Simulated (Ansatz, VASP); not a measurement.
## One calculation of Rh, two programs

Contents of INCAR:

```
SYSTEM = Rh
  ALGO = Normal
  EDIFF = 1E-8
  ENCUT = 520
  GGA = PS
  ISIF = 2
  ISMEAR = -1
  LASPH = .TRUE.
  LCHARG = .FALSE.
  LEFG = .TRUE.
  LREAL = .FALSE.
  LWAVE = .FALSE.
  NBANDS = 14
  NELM = 80
  PREC = Accurate
  SIGMA = 0.08
```

File KPOINTS:

```
k-points
0
G
  16 16 16
  0 0 0
```

POSCAR

```
Rh
1.0
    0.0000000000      1.9015500000      1.9585965000
    1.9015500000      0.0000000000      1.9585965000
    1.9015500000      1.9015500000      0.0000000000
Rh
1
Direct
    0.0000000000      0.0000000000      0.0000000000
```

Input for Ansatz:

```yaml
crystal:
  lattice:
    - [0.0, 1.90155, 1.9585965]
    - [1.90155, 0.0, 1.9585965]
    - [1.90155, 1.90155, 0.0]
  atoms:
    - { symbol: Rh, position: [0.0, 0.0, 0.0] }
kpoints:
  mp_grid: { grid: [16, 16, 16] }
scf:
  occupations: { method: fermi_dirac, width: 0.08 }
hamiltonian:
  xc: pbesol
  pseudopotentials: { kind: all_electron, datasets: crystal }
output:
  forces: true
  stress: true
  eigenvalues: true
  efg: { contact_densities: true }
```

Change from the starting cell: zz strain of +3 %, crystal datasets.

Alike in both runs: task electric field gradients; functional PBEsol; k mesh 16 × 16 × 16; occupations fermi-dirac, width 0.08 eV; no spin polarisation.

|  | VASP | Ansatz |
| --- | --- | --- |
| version | VASP 6.6.1 | Ansatz 0.2.0 |
| potentials or method | VASP PAW PBE potentials, release 64 (Rh_pv), cutoff 520 eV | all-electron PAW with datasets made for the crystal, scalar-relativistic |

```csv
,VASP,Ansatz,Ansatz less VASP
pressure (GPa),-12.2,-12.1,+0.05
"traceless stress, the component that is largest in VASP (GPa)",-4.45,-4.47,-0.017
size of Vzz on the site where it differs most (V/Å²),2.3,2.6,+0.35
```

VASP's potentials were made for PBE, not for PBEsol. Ansatz ran all-electron here, and VASP with PAW potentials.
